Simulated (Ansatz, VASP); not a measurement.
# Al3BP4: VASP beside Ansatz

```xyz
8
Lattice="5.2828 0.0004 -0.0002 0.0004 5.2817 -0.0003 -2.6418 -2.6413 5.2383" Properties=species:S:1:pos:R:3 pbc="T T T"
Al    0.0004    2.6410    2.6190
Al    2.6414    2.6406   -0.0003
Al    2.6414    0.0003    2.6186
B    -2.6420   -2.6414    5.2382
P    -1.4870   -1.4866    4.0440
P     1.1556    4.1268    1.1937
P     1.4860    1.4856    4.0440
P     4.1279    1.1555    1.1940
```

Change from the starting cell: cell x1, atoms moved at random (sigma 0.05 Å) and cell strained at random (1.5 %), then relaxed without symmetry.

Alike in both runs: functional PBE; k mesh 4 × 4 × 4; occupations gaussian, width 0.1 eV; no spin polarisation.

Ansatz relaxed the structure, and its values are those at the end. VASP's run is a single point on that final structure, the one shown.

|  | VASP | Ansatz |
| --- | --- | --- |
| version | VASP 6.6.1 | Ansatz 0.2.0 |
| potentials or method | VASP PAW PBE potentials, release 64 (Al, B, P), cutoff 520 eV | scalar-relativistic, plane waves, PAW |
| valence electrons in the cell | 32 | 32 |

```tsv
	VASP	Ansatz	Ansatz less VASP
gap on the k mesh at the Fermi level (eV)	1.13	1.14	+0.002
least direct gap on the mesh (eV)	1.13	1.14	+0.002
pressure (GPa)	-0.1	0.0	+0.12
```
